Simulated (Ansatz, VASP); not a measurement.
Si2Mo in VASP and in Ansatz

File INCAR:

```
SYSTEM = Si2Mo
PREC = Accurate ; ENCUT = 520
EDIFF = 1E-6 ; ISMEAR = -1
SIGMA = 0.1 ; LREAL = .False.
LASPH = .True. ; NELM = 100
ALGO = Normal ; ISIF = 2
LWAVE = .False. ; LCHARG = .False.
GGA = PE ; NBANDS = 18
```

File KPOINTS:

```
regular mesh
0
Gamma
  13 13 13
  0 0 0
```

File POSCAR:

```
Si2Mo
1.0
   -1.6000000000      1.6000000000      3.9305000000
    1.6000000000     -1.6000000000      3.9305000000
    1.6000000000      1.6000000000     -3.9305000000
Si Mo
2 1
Direct
    0.3330000000      0.3330000000      0.0000000000
    0.6670000000      0.6670000000      0.0000000000
    0.0000000000      0.0000000000      0.0000000000
```

Input for Ansatz:

```yaml
crystal:
  lattice:
    - [-1.6, 1.6, 3.9305]
    - [1.6, -1.6, 3.9305]
    - [1.6, 1.6, -3.9305]
  atoms:
    - { symbol: Si, position: [0.333, 0.333, 0.0] }
    - { symbol: Si, position: [0.667, 0.667, 0.0] }
    - { symbol: Mo, position: [0.0, 0.0, 0.0] }
basis:
  ecutwfc: 500.0
kpoints:
  mp_grid:
    grid: [13, 13, 13]
scf:
  occupations:
    method: fermi_dirac
    width: 0.1
output:
  stress: true
```

Alike in both runs: task single point; functional PBE; k mesh 13 × 13 × 13; occupations fermi-dirac, width 0.1 eV; no spin polarisation.

|  | VASP | Ansatz |
| --- | --- | --- |
| version | VASP 6.6.1 | Ansatz 0.2.0 |
| potentials or method | VASP PAW PBE potentials, release 64 (Si, Mo_sv), cutoff 520 eV | plane waves, PAW |
| valence electrons in the cell | 22 | 22 |

```csv
,VASP,Ansatz,Ansatz less VASP
pressure (GPa),2.4,2.3,-0.17
"traceless stress, the component that is largest in VASP (GPa)",-0.75,-0.74,+0.007
```

The functional is the same, so the differences come from potentials, cutoffs and numerics.
